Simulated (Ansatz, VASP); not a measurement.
## One calculation of BP, two programs

POSCAR

```
BP
1.0
    0.0000000000      2.2383340787      2.2383340787
    2.2383340787      0.0000000000      2.2383340787
    2.2383340787      2.2383340787      0.0000000000
P B
1 1
Direct
    0.7500000000      0.7500000000      0.7500000000
    0.0000000000      0.0000000000      0.0000000000
```

File INCAR.step1:

```
ALGO     = Normal         # electronic algorithm
EDIFF    = 1E-5           # SCF threshold, eV
ENCUT    = 520            # plane-wave cutoff, eV
GGA      = PE             # functional
ISIF     = 2              # what is computed and relaxed
ISMEAR   = -1             # smearing method
LASPH    = True           # aspherical terms in the spheres
LREAL    = False          # projectors in reciprocal space
LWAVE    = True           # write WAVECAR
NBANDS   = 11             # bands
NELM     = 80             # most SCF steps
PREC     = Accurate       # precision mode
SIGMA    = 0.05           # smearing width, eV
```

The input INCAR.step2:

```
AEXX     = 0.25           # exact-exchange fraction
ALGO     = Normal         # electronic algorithm
EDIFF    = 1E-6           # SCF threshold, eV
ENCUT    = 520            # plane-wave cutoff, eV
GGA      = PE             # functional
ISIF     = 2              # what is computed and relaxed
ISMEAR   = -1             # smearing method
ISTART   = 1            
LASPH    = True           # aspherical terms in the spheres
LCHARG   = True           # write CHGCAR
LELF     = True           # ELF
LHFCALC  = True           # exact exchange
LREAL    = False          # projectors in reciprocal space
LVHAR    = True         
LWAVE    = False          # write WAVECAR
NBANDS   = 11             # bands
NELM     = 80             # most SCF steps
PREC     = Accurate       # precision mode
PRECFOCK = Normal       
SIGMA    = 0.05           # smearing width, eV
```

KPOINTS

```
k-points
0
Gamma
  5 5 5
```

The input input.yaml:

```yaml
crystal:
  lattice:
    - [0.0, 2.2383340787, 2.2383340787]
    - [2.2383340787, 0.0, 2.2383340787]
    - [2.2383340787, 2.2383340787, 0.0]
  atoms:
    - { symbol: P, position: [0.75, 0.75, 0.75] }
    - { symbol: B, position: [0.0, 0.0, 0.0] }
hamiltonian:
  xc: pbe0
  pseudopotentials: { kind: paw }
kpoints:
  mp_grid: { grid: [5, 5, 5] }
scf:
  occupations: { method: fermi_dirac, width: 0.05 }
output:
  forces: true
  stress: true
  eigenvalues: true
  write_density: true
  write_potential: true
  elf: true
  volumetric_format: npy
```

Alike in both runs: task single point; functional PBE0; k mesh 5 × 5 × 5; occupations fermi-dirac, width 0.05 eV; no spin polarisation.

|  | VASP | Ansatz |
| --- | --- | --- |
| version | VASP 6.6.1 | Ansatz 0.2.0 |
| potentials or method | VASP PAW PBE potentials, release 64 (P, B) | Ansatz PAW |
| plane-wave cutoff (eV) | 520 | 420 |
| valence electrons in the cell | 8 | 8 |

|  | VASP | Ansatz | Ansatz less VASP |
| --- | --- | --- | --- |
| gap on the k mesh at the Fermi level (eV) | 2.67 | 2.63 | -0.035 |
| least direct gap on the mesh (eV) | 5.15 | 5.11 | -0.039 |
| pressure (GPa) | 5.4 | 6.1 | +0.72 |

The functional is the same, so the differences come from potentials, cutoffs and numerics.

The k mesh is coarse, so the values compare programs but aren't converged. Noted on Ansatz's run: odd divisions of the mesh miss points on the zone boundary, where band edges often lie, so the gap on the mesh can be too wide.
